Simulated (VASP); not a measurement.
# ZnO (P6_3mc) in VASP: notebook

Runs on ZnO. Level: PBEsol. Tasks: single point, relaxation of cell and atoms.

Everything below comes from runs of VASP 6.6.1. Logs are shortened: lines on timing, memory, paths and dates and some standing lists are left out, and cuts for length are marked.

### 1 The cell of the first run

The structure is hexagonal, space group P6_3mc (No. 186). The conventional cell has a = 3.230 Å, b = 3.230 Å, c = 5.214 Å, α = 90.00°, β = 90.00°, γ = 120.00°. Zn (site symmetry 3m) has 4 O at 1.97 to 1.98 Å within 2.6 Å. Within 2.6 Å of O (site symmetry 3m) lie 4 Zn at 1.97 to 1.98 Å.

### 2 Single point, PBEsol

INCAR

```
  ALGO = Normal
  EDIFF = 1E-6
  ENCUT = 910
  GGA = PS
  GGA_COMPAT = False
  ISIF = 2
  ISMEAR = -1
  LASPH = True
  LCHARG = True
  LELF = True
  LREAL = False
  LVHAR = True
  LWAVE = False
  NBANDS = 26
  NELM = 120
  PREC = Accurate
  SIGMA = 0.08
```

KPOINTS

```
k-points
0
Gamma
  12 12 8
```

POSCAR

```
ZnO
1.0
    3.2300090304      0.0000000000      0.0000000000
   -1.6150045152      2.7972698748      0.0000000000
    0.0000000000      0.0000000000      5.2143445338
Zn O
2 2
Direct
    0.3333333333      0.6666666667      0.5000406005
    0.6666666667      0.3333333333      0.0000406005
    0.6666666667      0.3333333333      0.3789693995
    0.3333333333      0.6666666667      0.8789693995
```

Potentials or basis: VASP PAW PBE potentials, release 64 (Zn, O_h).

Run with:

```
> cat potpaw_PBE.64/Zn/POTCAR potpaw_PBE.64/O_h/POTCAR > POTCAR
> mpirun -np 1 vasp_std > vasp.out
```

OUTCAR:

```text
EDIFF = 1E-6
   ENCUT = 910
   GGA = PS
   ISIF = 2
   ISMEAR = -1
   LASPH = True
   LREAL = False
   NELM = 120
   PREC = Accurate

 ion  position               nearest neighbor table
   1  0.333  0.667  0.500-   3 1.97   3 1.97   3 1.97   4 1.98
   2  0.667  0.333  0.000-   4 1.97   4 1.97   4 1.97   3 1.98
   3  0.667  0.333  0.379-   1 1.97   1 1.97   1 1.97   2 1.98
   4  0.333  0.667  0.879-   2 1.97   2 1.97   2 1.97   1 1.98

  LATTYP: Found a hexagonal cell.
 ALAT       =     3.2300090304
 C/A-ratio  =     1.6143436395

  Lattice vectors:

 A1 = (   3.2300090304,   0.0000000000,   0.0000000000)
 A2 = (  -1.6150045152,   2.7972698748,   0.0000000000)
 A3 = (   0.0000000000,   0.0000000000,   5.2143445338)

Analysis of symmetry for initial positions (statically):
=====================================================================
 Subroutine PRICEL returns:
 Original cell was already a primitive cell.

 Routine SETGRP: Setting up the symmetry group for a
 hexagonal supercell.

 Subroutine GETGRP returns: Found 12 space group operations
 (whereof  6 operations were pure point group operations)
 out of a pool of 24 trial point group operations.

The static configuration has the point symmetry C_3v.
 The point group associated with its full space group is C_6v.

Analysis of symmetry for dynamics (positions and initial velocities):
=====================================================================
 Subroutine PRICEL returns:
 Original cell was already a primitive cell.

 Routine SETGRP: Setting up the symmetry group for a
 hexagonal supercell.

 Subroutine GETGRP returns: Found 12 space group operations
 (whereof  6 operations were pure point group operations)
 out of a pool of 24 trial point group operations.

The dynamic configuration has the point symmetry C_3v.
 The point group associated with its full space group is C_6v.

 Subroutine INISYM returns: Found 12 space group operations
 (whereof  6 operations are pure point group operations),
 and found     1 'primitive' translations

----------------------------------------------------------------------------------------

                                     Primitive cell

  volume of cell :      47.1127

  direct lattice vectors                    reciprocal lattice vectors
     3.230009030  0.000000000  0.000000000     0.309596658  0.178745714  0.000000000
    -1.615004515  2.797269875  0.000000000     0.000000000  0.357491427  0.000000000
     0.000000000  0.000000000  5.214344534     0.000000000  0.000000000  0.191778659

  length of vectors
     3.230009030  3.230009030  5.214344534     0.357491427  0.357491427  0.191778659

  position of ions in fractional coordinates (direct lattice)
     0.333333333  0.666666667  0.500040601
     0.666666667  0.333333333  0.000040601
     0.666666667  0.333333333  0.378969400
     0.333333333  0.666666667  0.878969400

  ion indices of the primitive-cell ions
   primitive index   ion index
                 1           1
                 2           2
                 3           3
                 4           4

----------------------------------------------------------------------------------------

 KPOINTS: k-points

Automatic generation of k-mesh.
 Grid dimensions read from file:
 generate k-points for:   12   12    8

 Generating k-lattice:

  Cartesian coordinates                     Fractional coordinates (reciprocal lattice)
     0.025799721  0.014895476  0.000000000     0.083333333  0.000000000  0.000000000
     0.000000000  0.029790952  0.000000000     0.000000000  0.083333333  0.000000000
     0.000000000  0.000000000  0.023972332     0.000000000  0.000000000  0.125000000

  Length of vectors
     0.029790952  0.029790952  0.023972332

  Shift w.r.t. Gamma in fractional coordinates (k-lattice)
     0.000000000  0.000000000  0.000000000

 Subroutine IBZKPT returns following result:
 ===========================================

 Found     95 irreducible k-points:

 Following reciprocal coordinates:
            Coordinates               Weight
  0.000000  0.000000  0.000000      1.000000
  0.083333  0.000000  0.000000      6.000000
  0.166667  0.000000  0.000000      6.000000
  0.250000  0.000000  0.000000      6.000000
  0.333333  0.000000  0.000000      6.000000
  0.416667  0.000000  0.000000      6.000000
[... 16 lines left out ...]
  0.250000  0.000000  0.125000     12.000000
  0.333333  0.000000  0.125000     12.000000
 [... further k-points ...]
   k-points           NKPTS =     95   k-points in BZ     NKDIM =     95   number of bands    NBANDS=     26
   number of dos      NEDOS =    301   number of ions     NIONS =      4
   total plane-waves  NPLWV =  55296
   dimension x,y,z NGX =    32 NGY =   32 NGZ =   54
   dimension x,y,z NGXF=    64 NGYF=   64 NGZF=  108
   ions per type =               2   2
   NGX,Y,Z   is equivalent  to a cutoff of  16.47, 16.47, 17.22 a.u.
   NGXF,Y,Z  is equivalent  to a cutoff of  32.94, 32.94, 34.43 a.u.
 SYSTEM =  unknown system
   PREC   = accura    normal or accurate (medium, high low for compatibility)
   ISTART =      0    job   : 0-new  1-cont  2-samecut
   ICHARG =      2    charge: 1-file 2-atom 10-const
   ISPIN  =      1    spin polarized calculation?
   LNONCOLLINEAR =      F non collinear calculations
   LSORBIT =      F    spin-orbit coupling
   LASPH  =      T    aspherical Exc in radial PAW
   ENCUT  =  910.0 eV  66.88 Ry    8.18 a.u.   7.94  7.94 12.83*2*pi/ulx,y,z
   NELM   =    120;   NELMIN=  2; NELMDL= -5     # of ELM steps
   EDIFF  = 0.1E-05   stopping-criterion for ELM
   LREAL  =      F    real-space projection
   EDIFFG = 0.1E-04   stopping-criterion for IOM
   NSW    =      0    number of steps for IOM
   IBRION =     -1    ionic relax: 0-MD 1-quasi-New 2-CG
   NFREE  =      0    steps in history (QN), initial steepest desc. (CG)
   ISIF   =      2    stress and relaxation
   ISYM   =      2    0-nonsym 1-usesym 2-fastsym
   POTIM  = 0.5000    time-step for ionic-motion
   TEBEG  =    0.0;   TEEND  =   0.0 temperature during run
   PSTRESS=    0.0 pullay stress
   NELECT =      36.0000    total number of electrons
   NUPDOWN=      -1.0000    fix difference up-down
   EMIN   =  10.00;   EMAX   =-10.00  energy-range for DOS
   EFERMI =   0.00;   METHOD = LEGACY
   ISMEAR =    -1;   SIGMA  =   0.08  broadening in eV -4-tet -1-fermi 0-gaus
   EFERMI_NEDOS =   21; number of points for ismear=-14 and -15
   IALGO  =     38    algorithm
   IMIX   =      4    mixing-type and parameters
     AMIX     =   0.40;   BMIX     =  1.00
     AMIX_MAG =   1.60;   BMIX_MAG =  1.00
  volume/ion in A,a.u.               =      11.78        79.48
  Fermi-wavevector in a.u.,A,eV,Ry     =   1.496683  2.828320 30.477852  2.240059
  Thomas-Fermi vector in A             =   2.608668
   LORBIT       =      0    0 simple, 1 ext, 2 COOP (PROOUT), +10 PAW based schemes
   GGA     = PS    functional components
   LHFCALC =     F    Hartree Fock is set to
   AEXX    =    0.0000 exact exchange contribution
   IVDW    =     0    specifies the selected vdW correction
   LEPSILON=     F    determine dielectric tensor
   LRPA    =     F    only Hartree local field effects (RPA)
 non-spin polarized calculation
  energy-cutoff  :      910.00
  volume of cell :       47.11
 maximum number of plane-waves:      2964
 NGX is ok and might be reduce to    32
   NGX = 15   NGY = 15   NGZ = 25

 number of electron      35.9999998 magnetization

 Free energy of the ion-electron system (eV)
  ---------------------------------------------------
  ext. energy  EPLUGINS =         0.00000000
  ---------------------------------------------------
  free energy    TOTEN  =       -19.42266627 eV

  energy without entropy =      -19.42255833  energy(sigma->0) =      -19.42261230

 E-fermi :   1.9463     XC(G=0): -11.2454

 val. band max:        1.4721809259   @ k =   0.0000   0.0000   0.0000
 cond. band min:       2.1636250092   @ k =   0.0000   0.0000   0.0000
 fundamental gap:      0.6914440833
 Fermi energy:         1.9462656116

 k-point     1 :       0.0000    0.0000    0.0000
  band No.  band energies     occupation
      1     -16.6581      2.00000
      2     -15.9029      2.00000
      3      -4.3380      2.00000
      4      -4.2964      2.00000
      5      -4.2964      2.00000
      6      -4.2532      2.00000
[... 18 lines left out ...]
     25      15.5950      0.00000
     26      15.5950      0.00000

 k-point     2 :       0.0833    0.0000    0.0000
  band No.  band energies     occupation
      1     -16.6178      2.00000
      2     -15.8847      2.00000
      3      -4.3517      2.00000
      4      -4.2742      2.00000
      5      -4.2735      2.00000
      6      -4.2265      2.00000
[... 18 lines left out ...]
     25      15.5013      0.00000
     26      15.6923      0.00000

 k-point     3 :       0.1667    0.0000    0.0000
  band No.  band energies     occupation
      1     -16.5044      2.00000
      2     -15.8364      2.00000
      3      -4.4678      2.00000
      4      -4.2133      2.00000
      5      -4.1949      2.00000
      6      -4.1456      2.00000
[... 18 lines left out ...]
     25      15.4506      0.00000
     26      15.7867      0.00000

 k-point     4 :       0.2500    0.0000    0.0000
  band No.  band energies     occupation
      1     -16.3397      2.00000
      2     -15.7753      2.00000
      3      -4.5871      2.00000
      4      -4.2248      2.00000
      5      -4.1396      2.00000
      6      -4.0311      2.00000
[... 18 lines left out ...]
     25      14.7863      0.00000
     26      15.6291      0.00000
[... 496 lines left out ...]
      1     -16.4799      2.00000
      2     -15.8627      2.00000
      3      -4.4886      2.00000
      4      -4.2873      2.00000
      5      -4.2078      2.00000
      6      -4.1593      2.00000
[... 18 lines left out ...]
     25      14.8910      0.00000
     26      15.6555      0.00000

 k-point    23 :       0.2500    0.0000    0.1250
  band No.  band energies     occupation
      1     -16.3184      2.00000
      2     -15.7968      2.00000
      3      -4.6067      2.00000
      4      -4.2969      2.00000
      5      -4.1314      2.00000
      6      -4.0452      2.00000
[... 18 lines left out ...]
     25      14.7852      0.00000
     26      15.5513      0.00000

 k-point    24 :       0.3333    0.0000    0.1250
  band No.  band energies     occupation
      1     -16.1410      2.00000
      2     -15.7407      2.00000
      3      -4.6676      2.00000
      4      -4.3407      2.00000
      5      -4.0679      2.00000
      6      -3.9090      2.00000
[... 18 lines left out ...]
     25      14.8292      0.00000
     26      15.4882      0.00000

 [... further k-points ...]
[... 5 lines left out ...]
  --------------------------------------------------------------------------------------
  -------------------------------------------------------------------------------------
  Total        0.1837970      0.1837970      0.1876623      0.0000000      0.0000000      0.0000000
  in kB        6.2504484      6.2504484      6.3818969      0.0000000      0.0000000      0.0000000
  external PRESSURE =       6.2942646 kB  Pullay stress =       0.0000000 kB

 VOLUME and BASIS-vectors are now :
 -----------------------------------------------------------------------------
  energy-cutoff  :      910.00
  volume of cell :       47.11
      direct lattice vectors                 reciprocal lattice vectors
     3.230009030  0.000000000  0.000000000     0.309596658  0.178745714  0.000000000
    -1.615004515  2.797269875  0.000000000     0.000000000  0.357491427  0.000000000
     0.000000000  0.000000000  5.214344534     0.000000000  0.000000000  0.191778659

 POSITION                                       TOTAL-FORCE (eV/Angst)
 -----------------------------------------------------------------------------------
     -0.00000      1.86485      2.60738        -0.000000     -0.000000      0.000940
      1.61500      0.93242      0.00021         0.000000      0.000000      0.000940
      1.61500      0.93242      1.97608         0.000000     -0.000000     -0.000940
     -0.00000      1.86485      4.58325        -0.000000      0.000000     -0.000940
 -----------------------------------------------------------------------------------
    total drift:                                0.000000     -0.000000     -0.000395

  FREE ENERGIE OF THE ION-ELECTRON SYSTEM (eV)
  ---------------------------------------------------
  free  energy   TOTEN  =       -19.4226662738 eV

  energy  without entropy=      -19.4225583280  energy(sigma->0) =      -19.42261230
```

Wall time 2.2 min (1 thread of Intel Xeon 6975P-C (Granite Rapids), shared host); peak memory 0.38 GiB.

What came out:

* Free energy: -19.4227 eV
* Pressure: 0.6 GPa
* Band gap on the k mesh: 0.69 eV

Levels at points of the mesh, in eV from the valence-band top:
```
           k point  band 16  band 17  band 18  band 19  band 20  band 21
(0.00, 0.00, 0.00)    -0.09     0.00     0.00     0.69     5.16     8.10
(0.50, 0.00, 0.00)    -2.32    -1.33    -0.86     5.73     6.72     7.43
(0.00, 0.00, 0.50)    -0.40    -0.40    -0.40     3.38     3.38     9.96
(0.50, 0.00, 0.50)    -1.54    -1.41    -1.41     5.58     5.58     8.40
```

Caveat: the cutoff is under 1.25 times the usual one of these potentials, so pressure, stress and relaxed cells hold a basis-set (Pulay) error; the PAW data sets were made with another functional, which shifts forces and pressure a little. A k mesh can miss the band edges.

### 3 Relaxation of cell and atoms, PBEsol, target pressure 7 GPa, at which the enthalpy is minimised

INCAR

```
SYSTEM = ZnO
ALGO = Normal ; EDIFF = 1E-6
EDIFFG = -0.002 ; ENCUT = 600
GGA = PS ; IBRION = 2
ISIF = 3 ; ISMEAR = 0
LASPH = .True. ; LCHARG = .False.
LREAL = .False. ; LWAVE = .False.
NELM = 80 ; NSW = 100
PREC = Accurate ; PSTRESS = 70.0
SIGMA = 0.01
```

KPOINTS

```
k-points
0
Gamma
  8 8 4
  0 0 0
```

POSCAR

```
ZnO
1.0
    3.2300090304      0.0000000000      0.0000000000
   -1.6150045152      2.7972698748      0.0000000000
    0.0000000000      0.0000000000      5.2143445338
Zn O
2 2
Direct
    0.3333333333      0.6666666667      0.5000406004
    0.6666666667      0.3333333333      0.0000406004
    0.6666666667      0.3333333333      0.3789693995
    0.3333333333      0.6666666667      0.8789693996
```

Potentials or basis: VASP PAW PBE potentials, release 64 (Zn, O).

Run with:

```
> cat potpaw_PBE.64/Zn/POTCAR potpaw_PBE.64/O/POTCAR > POTCAR
> mpirun -np 1 vasp_std > vasp.out
```

Run time: 6.3 min. Hardware: 1 thread of Intel Xeon 8259CL, shared host; peak memory 0.2 GiB.

It converged, with:

```yaml
Free_energy: -19.3712 eV
Relaxed_volume: 11.33 Å³/atom
Relaxed_cell: a = 3.189 Å, b = 3.189 Å, c = 5.149 Å, α = 90.00°, β = 90.00°, γ = 120.00°
Space_group_after_relaxing_to_0.1_Å: P6_3mc (No. 186)
Energy_change_on_relaxing_the_run_minimises_the_enthalpy: +10.6 meV/atom
Ionic_steps: 20
Pressure_after_relaxing: 7.0 GPa
Band_gap_on_the_k_mesh: 0.74 eV
```

Step by step:
```
step  energy change (eV)  largest force (eV/Å)  pressure (GPa)  volume (Å³)
   1              0.0000                0.0006            0.81        47.11
   2              0.1176                0.0049           12.32        44.08
   3              0.0418                0.0029            7.01        45.35
   4              0.0403                0.0028            6.94        45.38
   5              0.0403                0.0004            6.85        45.38
   6              0.0403                0.0019            6.85        45.38
   7              0.0404                0.0024            6.87        45.38
   8              0.0406                0.0032            6.95        45.38
   9              0.0410                0.0037            6.87        45.37
  10              0.0419                0.0055            6.93        45.35
  11              0.0436                0.0098            7.10        45.31
  12              0.0423                0.0065            7.06        45.34
  13              0.0420                0.0049            6.93        45.34
  14              0.0421                0.0064            7.04        45.34
  15              0.0421                0.0049            6.99        45.34
  16              0.0421                0.0048            7.02        45.34
  17              0.0424                0.0018            7.00        45.33
  18              0.0425                0.0007            7.09        45.33
  19              0.0425                0.0008            7.01        45.33
  20              0.0424                0.0017            7.00        45.34
```

Final structure:
```cif
data_structure
_symmetry_space_group_name_H-M 'P 1'
_symmetry_Int_Tables_number 1
_cell_length_a 3.1886
_cell_length_b 3.1886
_cell_length_c 5.1486
_cell_angle_alpha 90.000
_cell_angle_beta 90.000
_cell_angle_gamma 120.000
_cell_volume 45.34
loop_
_atom_site_label
_atom_site_type_symbol
_atom_site_fract_x
_atom_site_fract_y
_atom_site_fract_z
_atom_site_occupancy
Zn1 Zn 0.33333 0.66667 0.50008 1
Zn2 Zn 0.66667 0.33333 0.00008 1
O1 O 0.66667 0.33333 0.37893 1
O2 O 0.33333 0.66667 0.87893 1
```

Levels at points of the mesh, in eV from the valence-band top:
| k point | band 14 | band 15 | band 16 | band 17 | band 18 | band 19 | band 20 | band 21 | band 22 |
| --- | --- | --- | --- | --- | --- | --- | --- | --- | --- |
| (0.00, 0.00, 0.00) | -0.86 | -0.86 | -0.11 | 0.00 | 0.00 | 0.74 | 5.30 | 8.22 | 13.03 |
| (0.50, 0.00, 0.00) | -3.75 | -3.00 | -2.45 | -1.39 | -0.91 | 5.89 | 6.77 | 7.47 | 8.77 |
| (0.00, 0.00, 0.50) | -2.30 | -0.43 | -0.43 | -0.43 | -0.43 | 3.47 | 3.47 | 10.11 | 10.11 |
| (0.50, 0.00, 0.50) | -3.87 | -1.63 | -1.63 | -1.49 | -1.49 | 5.63 | 5.63 | 8.62 | 8.62 |

Caveat: the cell is relaxed towards a set pressure, so the run minimises the enthalpy, not the energy; the PAW data sets were made with another functional, which shifts forces and pressure a little.
